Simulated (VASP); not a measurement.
# TiAl (Pm-3m) in VASP: single point with r2SCAN

Aim: the single point of TiAl with r2SCAN.

Program: VASP 6.6.1. These are calculated values, not measurements. Logs are shortened: lines on timing, memory, paths and dates and some standing lists are left out, and cuts for length are marked.

### Step 1. The cell of the first run

It takes space group Pm-3m (No. 221, cubic). The conventional cell has a = 3.179 Å, b = 3.179 Å, c = 3.179 Å, α = 90.00°, β = 90.00°, γ = 90.00°. Ti (site symmetry m-3m) has 8 Al at 2.75 Å and 6 Ti at 3.18 Å within 3.6 Å. Within 3.6 Å of Al (site symmetry m-3m) lie 8 Ti at 2.75 Å and 6 Al at 3.18 Å.

### Step 2. Single point, r2SCAN

Input file POSCAR:

```
TiAl
1.0
   -3.1790640000      3.1790640000      3.1790640000
    3.1790640000     -3.1790640000      3.1790640000
    3.1790640000      3.1790640000     -3.1790640000
Ti Al
4 4
Direct
    0.0000000000      0.0000000000      0.0000000000
    0.5000000000      0.5000000000      0.0000000000
    0.5000000000      0.0000000000      0.5000000000
    0.0000000000      0.5000000000      0.5000000000
    0.5000000000      0.5000000000      0.5000000000
    0.0000000000      0.0000000000      0.5000000000
    0.0000000000      0.5000000000      0.0000000000
    0.5000000000      0.0000000000      0.0000000000
```

Input file INCAR.step1:

```
PREC = Accurate ; ENCUT = 520
ISMEAR = 0 ; SIGMA = 0.15
LREAL = False ; LASPH = True
NELM = 100 ; NBANDS = 40
GGA = PE ; ALGO = Normal
EDIFF = 1E-4 ; LWAVE = True
LCHARG = False
```

Input file INCAR.step2:

```
PREC = Accurate ; ENCUT = 520
EDIFF = 1E-6 ; ISMEAR = 0
SIGMA = 0.15 ; LREAL = False
LASPH = True ; NELM = 100
ALGO = Normal ; ISIF = 2
LWAVE = False ; LCHARG = False
METAGGA = R2SCAN ; LMIXTAU = True
NBANDS = 40 ; ISTART = 1
```

Input file KPOINTS:

```
regular mesh
0
Gamma
  10 10 10
```

Potentials or basis: VASP PAW PBE potentials, release 64 (Ti_sv, Al).

The run is started by

```bash
> cat potpaw_PBE.64/Ti_sv/POTCAR potpaw_PBE.64/Al/POTCAR > POTCAR
> cp INCAR.step1 INCAR
> mpirun -np 1 vasp_std > vasp.out
> cp INCAR.step2 INCAR
> mpirun -np 1 vasp_std > vasp.out
```

OUTCAR:

```text
PREC = Accurate
   ENCUT = 520
   EDIFF = 1E-6
   ISMEAR = 0
   LREAL = False
   LASPH = True
   NELM = 100
   ISIF = 2
   METAGGA = R2SCAN
   ISTART = 1

 ion  position               nearest neighbor table
   1  0.000  0.000  0.000-   5 2.75   6 2.75   7 2.75   8 2.75   6 2.75   7 2.75   8 2.75   5 2.75

   2  0.500  0.500  0.000-   5 2.75   6 2.75   7 2.75   8 2.75   5 2.75   8 2.75   7 2.75   6 2.75

   3  0.500  0.000  0.500-   5 2.75   6 2.75   7 2.75   8 2.75   8 2.75   5 2.75   6 2.75   7 2.75

   4  0.000  0.500  0.500-   5 2.75   6 2.75   7 2.75   8 2.75   7 2.75   6 2.75   5 2.75   8 2.75

   5  0.500  0.500  0.500-   1 2.75   2 2.75   3 2.75   4 2.75   2 2.75   3 2.75   4 2.75   1 2.75
                             7 3.18   8 3.18   8 3.18   7 3.18   6 3.18   6 3.18
   6  0.000  0.000  0.500-   1 2.75   2 2.75   3 2.75   4 2.75   1 2.75   4 2.75   3 2.75   2 2.75
                             7 3.18   7 3.18   8 3.18   8 3.18   5 3.18   5 3.18
   7  0.000  0.500  0.000-   1 2.75   2 2.75   3 2.75   4 2.75   4 2.75   1 2.75   2 2.75   3 2.75
                             6 3.18   6 3.18   8 3.18   5 3.18   8 3.18   5 3.18
   8  0.500  0.000  0.000-   1 2.75   2 2.75   3 2.75   4 2.75   3 2.75   2 2.75   1 2.75   4 2.75
                             6 3.18   5 3.18   7 3.18   6 3.18   7 3.18   5 3.18

  LATTYP: Found a body centered cubic cell.
 ALAT       =     6.3581280000

  Lattice vectors:

 A1 = (  -3.1790640000,   3.1790640000,   3.1790640000)
 A2 = (   3.1790640000,  -3.1790640000,   3.1790640000)
 A3 = (   3.1790640000,   3.1790640000,  -3.1790640000)

Analysis of symmetry for initial positions (statically):
=====================================================================
 Subroutine PRICEL returns following result:

  LATTYP: Found a simple cubic cell.
 ALAT       =     3.1790640000

  Lattice vectors:

 A1 = (   0.0000000000,   3.1790640000,   0.0000000000)
 A2 = (   3.1790640000,   0.0000000000,   0.0000000000)
 A3 = (   0.0000000000,   0.0000000000,  -3.1790640000)

   4 primitive cells build up your supercell.

 Routine SETGRP: Setting up the symmetry group for a
 body centered cubic supercell.

 Subroutine GETGRP returns: Found 48 space group operations
 (whereof 48 operations were pure point group operations)
 out of a pool of 48 trial point group operations.

The static configuration has the point symmetry O_h .

Analysis of symmetry for dynamics (positions and initial velocities):
=====================================================================
 Subroutine PRICEL returns following result:

  LATTYP: Found a simple cubic cell.
 ALAT       =     3.1790640000

  Lattice vectors:

 A1 = (   0.0000000000,   3.1790640000,   0.0000000000)
 A2 = (   3.1790640000,   0.0000000000,   0.0000000000)
 A3 = (   0.0000000000,   0.0000000000,  -3.1790640000)

   4 primitive cells build up your supercell.

 Routine SETGRP: Setting up the symmetry group for a
 body centered cubic supercell.

 Subroutine GETGRP returns: Found 48 space group operations
 (whereof 48 operations were pure point group operations)
 out of a pool of 48 trial point group operations.

The dynamic configuration has the point symmetry O_h .

 Subroutine INISYM returns: Found 48 space group operations
 (whereof 48 operations are pure point group operations),
 and found     4 'primitive' translations

----------------------------------------------------------------------------------------

                                     Primitive cell

  volume of cell :      32.1290

  direct lattice vectors                    reciprocal lattice vectors
     0.000000000  3.179064000  0.000000000     0.000000000  0.314557996  0.000000000
     3.179064000  0.000000000  0.000000000     0.314557996  0.000000000  0.000000000
     0.000000000  0.000000000 -3.179064000     0.000000000  0.000000000 -0.314557996

  length of vectors
     3.179064000  3.179064000  3.179064000     0.314557996  0.314557996  0.314557996

  position of ions in fractional coordinates (direct lattice)
     0.000000000  0.000000000  0.000000000
     0.500000000  0.500000000  0.500000000

  ion indices of the primitive-cell ions
   primitive index   ion index
                 1           1
                 2           8

----------------------------------------------------------------------------------------

 KPOINTS: regular mesh

Automatic generation of k-mesh.
 Grid dimensions read from file:
 generate k-points for:   10   10   10

 Generating k-lattice:

  Cartesian coordinates                     Fractional coordinates (reciprocal lattice)
     0.000000000  0.015727900  0.015727900     0.100000000  0.000000000  0.000000000
     0.015727900  0.000000000  0.015727900     0.000000000  0.100000000  0.000000000
     0.015727900  0.015727900  0.000000000     0.000000000  0.000000000  0.100000000

  Length of vectors
     0.022242609  0.022242609  0.022242609

  Shift w.r.t. Gamma in fractional coordinates (k-lattice)
     0.000000000  0.000000000  0.000000000

 Subroutine IBZKPT returns following result:
 ===========================================

 Found     47 irreducible k-points:

 Following reciprocal coordinates:
            Coordinates               Weight
  0.000000  0.000000  0.000000      1.000000
  0.100000  0.000000  0.000000     12.000000
  0.200000  0.000000  0.000000     12.000000
  0.300000  0.000000  0.000000     12.000000
  0.400000  0.000000  0.000000     12.000000
  0.500000  0.000000  0.000000      6.000000
[... 16 lines left out ...]
  0.300000  0.300000  0.100000      8.000000
 -0.300000  0.300000  0.100000     24.000000
 [... further k-points ...]
   k-points           NKPTS =     47   k-points in BZ     NKDIM =     47   number of bands    NBANDS=     40
   number of dos      NEDOS =    301   number of ions     NIONS =      8
   total plane-waves  NPLWV =  74088
   dimension x,y,z NGX =    42 NGY =   42 NGZ =   42
   dimension x,y,z NGXF=    84 NGYF=   84 NGZF=   84
   ions per type =               4   4
   NGX,Y,Z   is equivalent  to a cutoff of  12.68, 12.68, 12.68 a.u.
   NGXF,Y,Z  is equivalent  to a cutoff of  25.36, 25.36, 25.36 a.u.
 SYSTEM =  unknown system
   PREC   = accura    normal or accurate (medium, high low for compatibility)
   ISTART =      1    job   : 0-new  1-cont  2-samecut
   ICHARG =      0    charge: 1-file 2-atom 10-const
   ISPIN  =      1    spin polarized calculation?
   LNONCOLLINEAR =      F non collinear calculations
   LSORBIT =      F    spin-orbit coupling
   LASPH  =      T    aspherical Exc in radial PAW
   ENCUT  =  520.0 eV  38.22 Ry    6.18 a.u.  10.24 10.24 10.24*2*pi/ulx,y,z
   NELM   =    100;   NELMIN=  2; NELMDL=  0     # of ELM steps
   EDIFF  = 0.1E-05   stopping-criterion for ELM
   LREAL  =      F    real-space projection
   EDIFFG = 0.1E-04   stopping-criterion for IOM
   NSW    =      0    number of steps for IOM
   IBRION =     -1    ionic relax: 0-MD 1-quasi-New 2-CG
   NFREE  =      0    steps in history (QN), initial steepest desc. (CG)
   ISIF   =      2    stress and relaxation
   ISYM   =      2    0-nonsym 1-usesym 2-fastsym
   POTIM  = 0.5000    time-step for ionic-motion
   TEBEG  =    0.0;   TEEND  =   0.0 temperature during run
   PSTRESS=    0.0 pullay stress
   NELECT =      60.0000    total number of electrons
   NUPDOWN=      -1.0000    fix difference up-down
   EMIN   =  10.00;   EMAX   =-10.00  energy-range for DOS
   EFERMI =   0.00;   METHOD = LEGACY
   ISMEAR =     0;   SIGMA  =   0.15  broadening in eV -4-tet -1-fermi 0-gaus
   EFERMI_NEDOS =   21; number of points for ismear=-14 and -15
   IALGO  =     38    algorithm
   IMIX   =      4    mixing-type and parameters
     AMIX     =   0.40;   BMIX     =  1.00
     AMIX_MAG =   1.60;   BMIX_MAG =  1.00
  volume/ion in A,a.u.               =      16.06       108.41
  Fermi-wavevector in a.u.,A,eV,Ry     =   1.270007  2.399964 21.945065  1.612917
  Thomas-Fermi vector in A             =   2.403017
   LORBIT       =      0    0 simple, 1 ext, 2 COOP (PROOUT), +10 PAW based schemes
   METAGGA = R2SCAN    functional components
   LHFCALC =     F    Hartree Fock is set to
   AEXX    =    0.0000 exact exchange contribution
   IVDW    =     0    specifies the selected vdW correction
   LEPSILON=     F    determine dielectric tensor
   LRPA    =     F    only Hartree local field effects (RPA)
 non-spin polarized calculation
 Gauss-broadening in eV      SIGMA  =   0.15
  energy-cutoff  :      520.00
  volume of cell :      128.52
 maximum number of plane-waves:      3484
 NGX is ok and might be reduce to    42
   NGX = 21   NGY = 21   NGZ = 21

 number of electron      60.0000011 magnetization

 Free energy of the ion-electron system (eV)
  ---------------------------------------------------
  ext. energy  EPLUGINS =         0.00000000
  ---------------------------------------------------
  free energy    TOTEN  =       -81.28745969 eV

  energy without entropy =      -81.19832609  energy(sigma->0) =      -81.24289289

 E-fermi :   8.8408     XC(G=0): -11.9008

 val. band max:        8.8333416464   @ k =   0.3000   0.2000   0.2000
 cond. band min:       8.8505023977   @ k =  -0.4000   0.4000   0.4000
 fundamental gap:      0.0171607514
 Fermi energy:         8.8407829996

 k-point     1 :       0.0000    0.0000    0.0000
  band No.  band energies     occupation
      1     -50.4457      2.00000
      2     -50.4142      2.00000
      3     -50.4142      2.00000
      4     -50.4142      2.00000
      5     -25.7578      2.00000
      6     -25.7578      2.00000
[... 32 lines left out ...]
     39      10.8811      0.00000
     40      10.8811      0.00000

 k-point     2 :       0.1000    0.0000    0.0000
  band No.  band energies     occupation
      1     -50.4450      2.00000
      2     -50.4150      2.00000
      3     -50.4142      2.00000
      4     -50.4142      2.00000
      5     -25.7578      2.00000
      6     -25.7578      2.00000
[... 935 lines left out ...]
     39       9.7573      0.00000
     40       9.7573      0.00000

 k-point    24 :      -0.3000    0.3000    0.1000
  band No.  band energies     occupation
      1     -50.4387      2.00000
      2     -50.4211      2.00000
      3     -50.4181      2.00000
      4     -50.4104      2.00000
      5     -25.7646      2.00000
      6     -25.7524      2.00000
[... 32 lines left out ...]
     39      10.2072      0.00000
     40      10.7643      0.00000

 [... further k-points ...]

------------------------ aborting loop because EDIFF is reached ----------------------------------------

  FORCE on cell =-STRESS in cart. coord.  units (eV):
  Direction    XX          YY          ZZ          XY          YZ          ZX
  --------------------------------------------------------------------------------------
  -------------------------------------------------------------------------------------
  Total       -0.5169636     -0.5169636     -0.5169636     -0.0000000     -0.0000000     -0.0000000
  in kB       -6.4448484     -6.4448484     -6.4448484     -0.0000000     -0.0000000     -0.0000000
  external PRESSURE =      -6.4448484 kB  Pullay stress =       0.0000000 kB

 VOLUME and BASIS-vectors are now :
 -----------------------------------------------------------------------------
  energy-cutoff  :      520.00
  volume of cell :      128.52
      direct lattice vectors                 reciprocal lattice vectors
    -3.179064000  3.179064000  3.179064000     0.000000000  0.157278998  0.157278998
     3.179064000 -3.179064000  3.179064000     0.157278998  0.000000000  0.157278998
     3.179064000  3.179064000 -3.179064000     0.157278998  0.157278998  0.000000000

 POSITION                                       TOTAL-FORCE (eV/Angst)
 -----------------------------------------------------------------------------------
      0.00000      0.00000      0.00000        -0.000000     -0.000000     -0.000000
      0.00000      0.00000      3.17906         0.000000     -0.000000     -0.000000
      0.00000      3.17906      0.00000        -0.000000     -0.000000      0.000000
      3.17906      0.00000      0.00000        -0.000000      0.000000     -0.000000
      1.58953      1.58953      1.58953         0.000000     -0.000000      0.000000
      1.58953      1.58953     -1.58953        -0.000000      0.000000     -0.000000
      1.58953     -1.58953      1.58953         0.000000     -0.000000     -0.000000
     -1.58953      1.58953      1.58953         0.000000     -0.000000      0.000000
 -----------------------------------------------------------------------------------
    total drift:                               -0.000000     -0.000000      0.000000

  FREE ENERGIE OF THE ION-ELECTRON SYSTEM (eV)
  ---------------------------------------------------
  free  energy   TOTEN  =       -81.2874596859 eV

  energy  without entropy=      -81.1983260917  energy(sigma->0) =      -81.24289289
```

It took 31 min on 1 thread of Intel Xeon 8259CL, shared host; peak memory 0.4 GiB.

What came out:

```
Free energy            : -81.2875 eV
Pressure               : -0.6 GPa
Band gap on the k mesh : zero (bands 30 and 31 overlap by 1.90 eV)
```

Levels at points of the mesh, in eV from the Fermi level:
| k point | band 28 | band 29 | band 30 | band 31 | band 32 | band 33 |
| --- | --- | --- | --- | --- | --- | --- |
| (0.00, 0.00, 0.00) | -1.64 | -1.64 | -1.63 | -1.63 | 0.87 | 0.87 |
| (0.50, 0.00, 0.00) | -1.89 | 0.11 | 0.11 | 0.14 | 0.14 | 0.60 |
| (0.50, 0.50, 0.50) | -0.66 | 0.28 | 0.28 | 0.28 | 0.28 | 0.28 |

Caveat: the PAW data sets were made with another functional, which shifts forces and pressure a little.
